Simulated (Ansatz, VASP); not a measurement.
# One calculation of ZnS, two programs

```
Zn S
1.0
     0.00000    2.72156    2.61951
     2.72156    0.00000    2.61951
     2.72156    2.72156    0.00000
Zn S
1 1
Direct
  0.00000 0.00000 0.00000
  0.75000 0.75000 0.75000
```

Change from the starting cell: strain -0.0375 x Voigt [0, 0, 1, 0, 0, 0], atoms carried along.

Alike in both runs: task single point; functional PBE; k mesh 8 × 8 × 8; occupations gaussian, width 0.05 eV; no spin polarisation.

|  | VASP | Ansatz |
| --- | --- | --- |
| version | VASP 6.6.1 | Ansatz 0.2.0 |
| potentials or method | VASP PAW PBE potentials, release 64 (Zn, S), cutoff 520 eV | scalar-relativistic, plane waves, PAW |
| valence electrons in the cell | 18 | 18 |

VASP gave:

| Property | Result |
| --- | --- |
| gap on the k mesh at the Fermi level (eV) | 2.10 |
| least direct gap on the mesh (eV) | 2.10 |
| pressure (GPa) | 3.1 |
| traceless stress, the component that is largest in VASP (GPa) | 0.93 |

Question: Estimate Ansatz's values.

Answer: gap on the k mesh at the Fermi level (eV): 2.09; least direct gap on the mesh (eV): 2.09; pressure (GPa): 2.9; traceless stress, the component that is largest in VASP (GPa): 0.94.
